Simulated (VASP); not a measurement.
Here is a VASP 6.6.1 calculation.

Contents of INCAR:

```
SYSTEM = Y
ALGO = Normal
EDIFF = 1E-6
ENCUT = 500
GGA = PS
GGA_COMPAT = .FALSE.
ISIF = 2
ISMEAR = -1
LASPH = .TRUE.
LCHARG = .TRUE.
LELF = .TRUE.
LREAL = .FALSE.
LVHAR = .TRUE.
LWAVE = .FALSE.
NBANDS = 12
NELM = 120
PREC = Accurate
SIGMA = 0.1
```

File KPOINTS:

```
k-points
0
G
  8 8 8
  0 0 0
```

The input POSCAR:

```
Y
1.0
    0.0000000000      2.2520261244      2.2520261244
    2.2520261244      0.0000000000      2.2520261244
    2.2520261244      2.2520261244      0.0000000000
Y
1
Direct
    0.0000000000      0.0000000000      0.0000000000
```

Potentials or basis: VASP PAW PBE potentials, release 64 (Y_sv).

Launch:

```console
$ cat potpaw_PBE.64/Y_sv/POTCAR > POTCAR
$ mpirun -np 1 vasp_std > vasp.out
```

(1) What does it give for the pressure?

(2) Predict the band gap on the k mesh.

Results:

(1) 19.6 GPa.

(2) zero (an odd number of electrons rules out a gap without spin polarisation).

Caveat: the cell stands under pressure; the PAW data sets were made with another functional, which shifts forces and pressure a little.
